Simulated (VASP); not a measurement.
# MgO (P1) in VASP: further runs

Runs on MgO. Level: PBE. Tasks: single point.

All numbers are computed with VASP 6.6.1; they aren't measurements. Logs are shortened: lines on timing, memory, paths and dates and some standing lists are left out, and cuts for length are marked.

## Step 1: The cell of the first run

The typed cell holds 8 atoms: a = 3.280 Å, b = 3.280 Å, c = 10.515 Å, α = 90.00°, β = 90.00°, γ = 120.00°.

## Step 2: Single point, PBE (atom 6 (O) moved by -0.660 Å along [1 0 0] and -0.220 Å along [0 0 1])

Contents of INCAR:

```
ALGO = Normal ; EDIFF = 1E-7
ENCUT = 520 ; GGA = PE
ISIF = 2 ; ISMEAR = 0
LASPH = T ; LCHARG = F
LREAL = F ; LWAVE = F
NBANDS = 26 ; NELM = 100
PREC = Accurate ; SIGMA = 0.05
```

Contents of KPOINTS:

```
k-points
0
Gamma
  9 9 2
```

Contents of POSCAR:

```
MgO
1.0
    3.2803754002      0.0000000000      0.0000000000
   -1.6401877001      2.8408884305      0.0000000000
    0.0000000000      0.0000000000     10.5147056238
Mg O
4 4
Direct
    0.3333333333      0.6666666667      0.9694791811
    0.0000000000      0.0000000000      0.2208070585
    0.0000000000      0.0000000000      0.7208070585
    0.6666666667      0.3333333333      0.4694791811
    0.3333333333      0.6666666667      0.7800540723
   -0.2011964850      0.0000000000      0.5087347907
    0.0000000000      0.0000000000      0.0296578681
    0.6666666667      0.3333333333      0.2800540723
```

Potentials or basis: VASP PAW PBE potentials, release 64 (Mg, O).

Command:

```bash
$ cat potpaw_PBE.64/Mg/POTCAR potpaw_PBE.64/O/POTCAR > POTCAR
$ mpirun -np 1 vasp_std > vasp.out
```

OUTCAR:

```text
EDIFF = 1E-7
   ENCUT = 520
   GGA = PE
   ISIF = 2
   ISMEAR = 0
   LASPH = T
   LREAL = F
   NELM = 100
   PREC = Accurate

 ion  position               nearest neighbor table
   1  0.333  0.667  0.969-   5 1.99   7 2.00   7 2.00   7 2.00   3 3.23   3 3.23   3 3.23   2 3.25
                             2 3.25   2 3.25
   2  0.000  0.000  0.221-   8 1.99   8 1.99   8 1.99   7 2.01   4 3.23   4 3.23   4 3.23   1 3.25
                             1 3.25   1 3.25
   3  0.000  0.000  0.721-   5 1.99   5 1.99   5 1.99   6 2.33   1 3.23   1 3.23   1 3.23   4 3.25
                             4 3.25   4 3.25
   4  0.667  0.333  0.469-   6 1.42   8 1.99   6 2.05   6 2.52   2 3.23   2 3.23   2 3.23   3 3.25
                             3 3.25   3 3.25
   5  0.333  0.667  0.780-   1 1.99   3 1.99   3 1.99   3 1.99
   6  0.799  0.000  0.509-   4 1.42   4 2.05   3 2.33   4 2.52
   7  0.000  0.000  0.030-   1 2.00   1 2.00   1 2.00   2 2.01
   8  0.667  0.333  0.280-   4 1.99   2 1.99   2 1.99   2 1.99

  LATTYP: Found a hexagonal cell.
 ALAT       =     3.2803754002
 C/A-ratio  =     3.2053360793

  Lattice vectors:

 A1 = (   3.2803754002,   0.0000000000,   0.0000000000)
 A2 = (  -1.6401877001,   2.8408884305,   0.0000000000)
 A3 = (   0.0000000000,   0.0000000000,  10.5147056238)

Analysis of symmetry for initial positions (statically):
=====================================================================
 Subroutine PRICEL returns:
 Original cell was already a primitive cell.

 Routine SETGRP: Setting up the symmetry group for a
 hexagonal supercell.

 Subroutine GETGRP returns: Found  1 space group operations
 (whereof  1 operations were pure point group operations)
 out of a pool of 24 trial point group operations.

The static configuration has the point symmetry C_1 .

Analysis of symmetry for dynamics (positions and initial velocities):
=====================================================================
 Subroutine PRICEL returns:
 Original cell was already a primitive cell.

 Routine SETGRP: Setting up the symmetry group for a
 hexagonal supercell.

 Subroutine GETGRP returns: Found  1 space group operations
 (whereof  1 operations were pure point group operations)
 out of a pool of 24 trial point group operations.

The dynamic configuration has the point symmetry C_1 .

 Subroutine INISYM returns: Found  1 space group operations
 (whereof  1 operations are pure point group operations),
 and found     1 'primitive' translations

----------------------------------------------------------------------------------------

                                     Primitive cell

  volume of cell :      97.9884

  direct lattice vectors                    reciprocal lattice vectors
     3.280375400  0.000000000  0.000000000     0.304843159  0.176001280  0.000000000
    -1.640187700  2.840888431  0.000000000     0.000000000  0.352002560  0.000000000
     0.000000000  0.000000000 10.514705624     0.000000000  0.000000000  0.095104897

  length of vectors
     3.280375400  3.280375400 10.514705624     0.352002560  0.352002560  0.095104897

  position of ions in fractional coordinates (direct lattice)
     0.333333333  0.666666667  0.969479181
     0.000000000  0.000000000  0.220807059
     0.000000000  0.000000000  0.720807059
     0.666666667  0.333333333  0.469479181
     0.333333333  0.666666667  0.780054072
     0.798803515  0.000000000  0.508734791
     0.000000000  0.000000000  0.029657868
     0.666666667  0.333333333  0.280054072

  ion indices of the primitive-cell ions
   primitive index   ion index
                 1           1
                 2           2
                 3           3
                 4           4
                 5           5
                 6           6
                 7           7
                 8           8

----------------------------------------------------------------------------------------

 KPOINTS: k-points

Automatic generation of k-mesh.
 Grid dimensions read from file:
 generate k-points for:    9    9    2

 Generating k-lattice:

  Cartesian coordinates                     Fractional coordinates (reciprocal lattice)
     0.033871462  0.019555698  0.000000000     0.111111111  0.000000000  0.000000000
     0.000000000  0.039111396  0.000000000     0.000000000  0.111111111  0.000000000
     0.000000000  0.000000000  0.047552449     0.000000000  0.000000000  0.500000000

  Length of vectors
     0.039111396  0.039111396  0.047552449

  Shift w.r.t. Gamma in fractional coordinates (k-lattice)
     0.000000000  0.000000000  0.000000000

 Subroutine IBZKPT returns following result:
 ===========================================

 Found     82 irreducible k-points:

 Following reciprocal coordinates:
            Coordinates               Weight
  0.000000  0.000000  0.000000      1.000000
  0.111111  0.000000  0.000000      2.000000
  0.000000  0.111111  0.000000      2.000000
 -0.111111  0.111111  0.000000      2.000000
  0.222222  0.000000  0.000000      2.000000
  0.000000  0.222222  0.000000      2.000000
[... 16 lines left out ...]
  0.333333  0.111111  0.000000      2.000000
 -0.111111  0.444444  0.000000      2.000000
 [... further k-points ...]
   k-points           NKPTS =     82   k-points in BZ     NKDIM =     82   number of bands    NBANDS=     26
   number of dos      NEDOS =    301   number of ions     NIONS =      8
   total plane-waves  NPLWV =  46080
   dimension x,y,z NGX =    24 NGY =   24 NGZ =   80
   dimension x,y,z NGXF=    48 NGYF=   48 NGZF=  160
   ions per type =               4   4
   NGX,Y,Z   is equivalent  to a cutoff of  12.16, 12.16, 12.65 a.u.
   NGXF,Y,Z  is equivalent  to a cutoff of  24.33, 24.33, 25.30 a.u.
 SYSTEM =  unknown system
   PREC   = accura    normal or accurate (medium, high low for compatibility)
   ISTART =      0    job   : 0-new  1-cont  2-samecut
   ICHARG =      2    charge: 1-file 2-atom 10-const
   ISPIN  =      1    spin polarized calculation?
   LNONCOLLINEAR =      F non collinear calculations
   LSORBIT =      F    spin-orbit coupling
   LASPH  =      T    aspherical Exc in radial PAW
   ENCUT  =  520.0 eV  38.22 Ry    6.18 a.u.   6.10  6.10 19.55*2*pi/ulx,y,z
   NELM   =    100;   NELMIN=  2; NELMDL= -5     # of ELM steps
   EDIFF  = 0.1E-06   stopping-criterion for ELM
   LREAL  =      F    real-space projection
   EDIFFG = 0.1E-05   stopping-criterion for IOM
   NSW    =      0    number of steps for IOM
   IBRION =     -1    ionic relax: 0-MD 1-quasi-New 2-CG
   NFREE  =      0    steps in history (QN), initial steepest desc. (CG)
   ISIF   =      2    stress and relaxation
   ISYM   =      2    0-nonsym 1-usesym 2-fastsym
   POTIM  = 0.5000    time-step for ionic-motion
   TEBEG  =    0.0;   TEEND  =   0.0 temperature during run
   PSTRESS=    0.0 pullay stress
   NELECT =      32.0000    total number of electrons
   NUPDOWN=      -1.0000    fix difference up-down
   EMIN   =  10.00;   EMAX   =-10.00  energy-range for DOS
   EFERMI =   0.00;   METHOD = LEGACY
   ISMEAR =     0;   SIGMA  =   0.05  broadening in eV -4-tet -1-fermi 0-gaus
   EFERMI_NEDOS =   21; number of points for ismear=-14 and -15
   IALGO  =     38    algorithm
   IMIX   =      4    mixing-type and parameters
     AMIX     =   0.40;   BMIX     =  1.00
     AMIX_MAG =   1.60;   BMIX_MAG =  1.00
  volume/ion in A,a.u.               =      12.25        82.66
  Fermi-wavevector in a.u.,A,eV,Ry     =   1.127370  2.130421 17.292509  1.270964
  Thomas-Fermi vector in A             =   2.264056
   LORBIT       =      0    0 simple, 1 ext, 2 COOP (PROOUT), +10 PAW based schemes
   GGA     = PE    functional components
   LHFCALC =     F    Hartree Fock is set to
   AEXX    =    0.0000 exact exchange contribution
   IVDW    =     0    specifies the selected vdW correction
   LEPSILON=     F    determine dielectric tensor
   LRPA    =     F    only Hartree local field effects (RPA)
 non-spin polarized calculation
 Gauss-broadening in eV      SIGMA  =   0.05
  energy-cutoff  :      520.00
  volume of cell :       97.99
 maximum number of plane-waves:      2688
   NGX = 13   NGY = 13   NGZ = 39

 number of electron      32.0000017 magnetization

 Free energy of the ion-electron system (eV)
  ---------------------------------------------------
  ext. energy  EPLUGINS =         0.00000000
  ---------------------------------------------------
  free energy    TOTEN  =       -42.42188458 eV

  energy without entropy =      -42.42188458  energy(sigma->0) =      -42.42188458

 E-fermi :   1.3895     XC(G=0):  -9.5700

 val. band max:        1.1462560905   @ k =   0.0000   0.0000   0.0000
 cond. band min:       3.9033734207   @ k =   0.0000   0.0000   0.0000
 fundamental gap:      2.7571173302
 Fermi energy:         1.3894615341

 k-point     1 :       0.0000    0.0000    0.0000
  band No.  band energies     occupation
      1     -15.5294      2.00000
      2     -14.8793      2.00000
      3     -14.8220      2.00000
      4     -14.1422      2.00000
      5      -2.4660      2.00000
      6      -1.1564      2.00000
[... 18 lines left out ...]
     25      15.0514      0.00000
     26      15.5453      0.00000

 k-point     2 :       0.1111    0.0000    0.0000
  band No.  band energies     occupation
      1     -15.4791      2.00000
      2     -14.8351      2.00000
      3     -14.7788      2.00000
      4     -14.1071      2.00000
      5      -2.3523      2.00000
      6      -1.2266      2.00000
[... 18 lines left out ...]
     25      14.8490      0.00000
     26      15.0804      0.00000

 k-point     3 :       0.0000    0.1111    0.0000
  band No.  band energies     occupation
      1     -15.4790      2.00000
      2     -14.8329      2.00000
      3     -14.7686      2.00000
      4     -14.1081      2.00000
      5      -2.3493      2.00000
      6      -1.2355      2.00000
[... 18 lines left out ...]
     25      14.5059      0.00000
     26      14.9980      0.00000

 k-point     4 :      -0.1111    0.1111    0.0000
  band No.  band energies     occupation
      1     -15.4792      2.00000
      2     -14.8324      2.00000
      3     -14.7676      2.00000
      4     -14.1090      2.00000
      5      -2.3503      2.00000
      6      -1.2359      2.00000
[... 18 lines left out ...]
     25      14.5432      0.00000
     26      14.9941      0.00000

 k-point     5 :       0.2222    0.0000    0.0000
  band No.  band energies     occupation
      1     -15.3483      2.00000
      2     -14.7209      2.00000
      3     -14.6674      2.00000
      4     -14.0164      2.00000
      5      -2.0537      2.00000
      6      -1.5947      2.00000
[... 18 lines left out ...]
     25      13.8222      0.00000
     26      14.2414      0.00000

 k-point     6 :       0.0000    0.2222    0.0000
  band No.  band energies     occupation
      1     -15.3481      2.00000
      2     -14.7161      2.00000
      3     -14.6251      2.00000
      4     -14.0216      2.00000
      5      -2.0404      2.00000
      6      -1.6125      2.00000
[... 427 lines left out ...]
 k-point    21 :       0.1111    0.2222    0.0000
  band No.  band energies     occupation
      1     -15.2450      2.00000
      2     -14.6273      2.00000
      3     -14.5360      2.00000
      4     -13.9507      2.00000
      5      -1.9000      2.00000
      6      -1.8312      2.00000
[... 18 lines left out ...]
     25      13.4765      0.00000
     26      13.7363      0.00000

 k-point    22 :       0.3333   -0.1111    0.0000
  band No.  band energies     occupation
      1     -15.2458      2.00000
      2     -14.6284      2.00000
      3     -14.5656      2.00000
      4     -13.9492      2.00000
      5      -1.8868      2.00000
      6      -1.8374      2.00000
[... 18 lines left out ...]
     25      13.4913      0.00000
     26      13.7252      0.00000

 k-point    23 :       0.3333    0.1111    0.0000
  band No.  band energies     occupation
      1     -15.1143      2.00000
      2     -14.5176      2.00000
      3     -14.4575      2.00000
      4     -13.8570      2.00000
      5      -2.2850      2.00000
      6      -1.8352      2.00000
[... 18 lines left out ...]
     25      12.9567      0.00000
     26      13.6430      0.00000

 k-point    24 :      -0.1111    0.4444    0.0000
  band No.  band energies     occupation
      1     -15.1157      2.00000
      2     -14.5139      2.00000
      3     -14.3439      2.00000
      4     -13.8812      2.00000
      5      -2.3108      2.00000
      6      -1.8395      2.00000
[... 18 lines left out ...]
     25      12.4938      0.00000
     26      13.0511      0.00000

 [... further k-points ...]

------------------------ aborting loop because EDIFF is reached ----------------------------------------

  FORCE on cell =-STRESS in cart. coord.  units (eV):
  Direction    XX          YY          ZZ          XY          YZ          ZX
  --------------------------------------------------------------------------------------
  -------------------------------------------------------------------------------------
  Total       12.8186502     12.9601733      1.8807225    -14.1877343     -6.7117816      5.9799461
  in kB      209.5936089    211.9076076     30.7510860   -231.9790612   -109.7421729     97.7761677
  external PRESSURE =     150.7507675 kB  Pullay stress =       0.0000000 kB

 VOLUME and BASIS-vectors are now :
 -----------------------------------------------------------------------------
  energy-cutoff  :      520.00
  volume of cell :       97.99
      direct lattice vectors                 reciprocal lattice vectors
     3.280375400  0.000000000  0.000000000     0.304843159  0.176001280  0.000000000
    -1.640187700  2.840888431  0.000000000     0.000000000  0.352002560  0.000000000
     0.000000000  0.000000000 10.514705624     0.000000000  0.000000000  0.095104897

 POSITION                                       TOTAL-FORCE (eV/Angst)
 -----------------------------------------------------------------------------------
     -0.00000      1.89393     10.19379        -0.002694     -0.003872      0.420080
      0.00000      0.00000      2.32172        -0.065338     -0.001220      0.377304
      0.00000      0.00000      7.57907        -0.440252     -0.008242     -0.514238
      1.64019      0.94696      4.93644       -15.839931     14.856094     -7.388761
     -0.00000      1.89393      8.20204        -0.077607     -0.079774     -0.359750
      2.62038      0.00000      5.34920        16.620810    -14.890691      8.422216
      0.00000      0.00000      0.31184         0.001478      0.000282     -0.421370
      1.64019      0.94696      2.94469        -0.196467      0.127423     -0.535480
 -----------------------------------------------------------------------------------
    total drift:                               -0.000128      0.000188     -0.000378

  FREE ENERGIE OF THE ION-ELECTRON SYSTEM (eV)
  ---------------------------------------------------
  free  energy   TOTEN  =       -42.4218845799 eV

  energy  without entropy=      -42.4218845799  energy(sigma->0) =      -42.42188458
```

Run time: 3.3 min. Hardware: 1 thread of Intel Xeon Platinum 8488C (Sapphire Rapids), shared host; peak memory 0.3 GiB.

Results:

```
Free energy            : -42.4219 eV
Pressure               : 15.1 GPa
Largest force          : 23.852 eV/Å
Band gap on the k mesh : 2.76 eV
```

Forces in eV/Å, atoms in the order of the input:
```
Mg   -0.003  -0.004   0.420
Mg   -0.065  -0.001   0.377
Mg   -0.440  -0.008  -0.514
Mg  -15.840  14.856  -7.389
O    -0.078  -0.080  -0.360
O    16.621 -14.891   8.422
O     0.001   0.000  -0.421
O    -0.196   0.127  -0.535
```

Stress tensor (GPa, compression positive):
```
 20.96 -23.20   9.78
-23.20  21.19 -10.97
  9.78 -10.97   3.08
```

Levels at points of the mesh, in eV from the valence-band top:
```
           k point  band 13  band 14  band 15  band 16  band 17  band 18  band 19  band 20
(0.00, 0.00, 0.00)    -0.47    -0.25    -0.08     0.00     2.76     5.09     5.38     8.11
(0.00, 0.00, 0.50)    -0.62    -0.35    -0.08    -0.02     3.31     3.98     6.66     6.98
```

Caveat: the cell differs from its parent crystal (atom 6 (O) moved by -0.660 Å along [1 0 0] and -0.220 Å along [0 0 1]); atoms lie so close that the PAW spheres overlap strongly, which falsifies energies and pressures; the stress differs along the axes, from 3 to 21 GPa; forces of over 1 eV/Å act on the atoms, so gaps and moduli don't describe the material at rest.

## Step 3: Single point, PBE (atom 6 (O) moved by -0.660 Å along [1 0 0] and -0.660 Å along [0 0 1])

Contents of INCAR:

```
ALGO = Normal
EDIFF = 1E-6
ENCUT = 520
GGA = PE
ISIF = 2
ISMEAR = 0
LASPH = T
LCHARG = F
LREAL = F
LWAVE = F
NBANDS = 26
NELM = 60
PREC = Accurate
SIGMA = 0.05
```

KPOINTS is that of step 2.

POSCAR, as its differences from that of step 2:

```diff
@@ -13,3 +13,3 @@
     0.3333333333      0.6666666667      0.7800540723
-   -0.2011964850      0.0000000000      0.5087347907
+   -0.2011964850      0.0000000000      0.4668886358
     0.0000000000      0.0000000000      0.0296578681
```

Potentials or basis: VASP PAW PBE potentials, release 64 (Mg, O).

Command:

```bash
$ cat potpaw_PBE.64/Mg/POTCAR potpaw_PBE.64/O/POTCAR > POTCAR
$ mpirun -np 1 vasp_std > vasp.out
```

Wall time 3.1 min (1 thread of Intel Xeon Platinum 8488C (Sapphire Rapids), shared host); peak memory 0.3 GiB.

The run converged. Its results:

```
Free energy            : -39.3723 eV
Pressure               : 22.2 GPa
Largest force          : 31.602 eV/Å
Band gap on the k mesh : 0.93 eV (least direct gap 0.94 eV)
```

Forces in eV/Å, atoms in the order of the input:
```
Mg   -0.001  -0.002   1.047
Mg   -0.086  -0.006   1.109
Mg   -0.281  -0.004   0.131
Mg  -22.389  20.910  -2.265
O    -0.035  -0.041  -0.954
O    23.229 -21.093   3.761
O     0.003   0.000  -1.054
O    -0.440   0.236  -1.774
```

Stress tensor (GPa, compression positive):
```
 32.95 -34.75  -0.69
-34.75  33.38  -0.07
 -0.69  -0.07   0.34
```

Levels at points of the mesh, in eV from the valence-band top:
| k point | band 12 | band 13 | band 14 | band 15 | band 16 | band 17 | band 18 | band 19 | band 20 | band 21 |
| --- | --- | --- | --- | --- | --- | --- | --- | --- | --- | --- |
| (0.00, 0.00, 0.00) | -1.45 | -1.25 | -0.70 | -0.13 | -0.01 | 0.93 | 3.74 | 4.69 | 7.45 | 7.73 |
| (0.00, 0.00, 0.50) | -1.45 | -1.41 | -1.02 | -0.13 | 0.00 | 1.39 | 3.09 | 5.53 | 6.36 | 8.83 |

Caveat: the cell differs from its parent crystal (atom 6 (O) moved by -0.660 Å along [1 0 0] and -0.660 Å along [0 0 1]); atoms lie so close that the PAW spheres overlap strongly, which falsifies energies and pressures; the stress differs along the axes, from 0 to 33 GPa; forces of over 1 eV/Å act on the atoms, so gaps and moduli don't describe the material at rest. A k mesh can miss the band edges.

(Part 1 of 2 ends here.)
